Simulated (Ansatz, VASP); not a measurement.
# Te2Mo in VASP and in Ansatz

INCAR

```
SYSTEM = Te2Mo
  PREC = Accurate
  ENCUT = 520
  EDIFF = 1E-6
  ISMEAR = 0
  SIGMA = 0.05
  LREAL = .False.
  LASPH = .True.
  NELM = 60
  ALGO = Normal
  ISIF = 2
  LWAVE = .False.
  LCHARG = .False.
  GGA = PE
  NBANDS = 35
```

File KPOINTS:

```
regular mesh
0
Gamma
  9 9 2
  0 0 0
```

File POSCAR:

```
Te2Mo
1.0
   -1.7785332447     -3.0805099428      0.0000000000
    1.7785332447     -3.0805099428      0.0000000000
   -0.3557066489     -0.6161019886     15.2047171722
Te Mo
4 2
Direct
    0.6404477981      0.6666666667      0.1310943429
    0.2071144648      0.3333333333      0.6310943429
    0.5928855352      0.6666666667      0.3689056571
    0.1595522019      0.3333333333      0.8689056571
    0.5166666667      0.6666666667      0.7500000000
    0.2833333333      0.3333333333      0.2500000000
```

Input for Ansatz:

```yaml
crystal:
  lattice:
    - [-1.7785332447, -3.0805099428, 0.0]
    - [1.7785332447, -3.0805099428, 0.0]
    - [-0.3557066489, -0.6161019886, 15.2047171722]
  atoms:
    - { symbol: Te, position: [0.6404477981, 0.6666666667, 0.1310943429] }
    - { symbol: Te, position: [0.2071144648, 0.3333333333, 0.6310943429] }
    - { symbol: Te, position: [0.5928855352, 0.6666666667, 0.3689056571] }
    - { symbol: Te, position: [0.1595522019, 0.3333333333, 0.8689056571] }
    - { symbol: Mo, position: [0.5166666667, 0.6666666667, 0.75] }
    - { symbol: Mo, position: [0.2833333333, 0.3333333333, 0.25] }
basis:
  ecutwfc: 420
kpoints:
  mp_grid: { grid: [9, 9, 2] }
hamiltonian:
  xc: pbe
scf:
  occupations: { method: gaussian, width: 0.05 }
output:
  forces: true
  stress: true
  eigenvalues: true
```

Alike in both runs: task single point; functional PBE; k mesh 9 × 9 × 2; occupations gaussian, width 0.05 eV; no spin polarisation.

|  | VASP | Ansatz |
| --- | --- | --- |
| version | VASP 6.6.1 | Ansatz 0.2.0 |
| potentials or method | VASP PAW PBE potentials, release 64 (Te, Mo_sv), cutoff 520 eV | scalar-relativistic, plane waves, PAW |
| valence electrons in the cell | 52 | 92 |

Ansatz gave:

```
gap on the k mesh at the Fermi level (eV)                     : 1.03
least direct gap on the mesh (eV)                             : 1.03
pressure (GPa)                                                : 0.1
traceless stress, the component that is largest in VASP (GPa) : 0.10
rms of the force components (eV/Å)                            : 0.010
```

**Question.** Which values does VASP return?

**Answer.** gap on the k mesh at the Fermi level (eV): 1.03; least direct gap on the mesh (eV): 1.03; pressure (GPa): 0.1; traceless stress, the component that is largest in VASP (GPa): 0.15; rms of the force components (eV/Å): 0.009.

Atom by atom the forces differ by 0.006 eV/Å (rms over components). VASP's potentials hold 52 valence electrons a cell and Ansatz's 92, so a difference there can come from the potentials and not from the codes.

Neither program's run includes spin-orbit coupling.
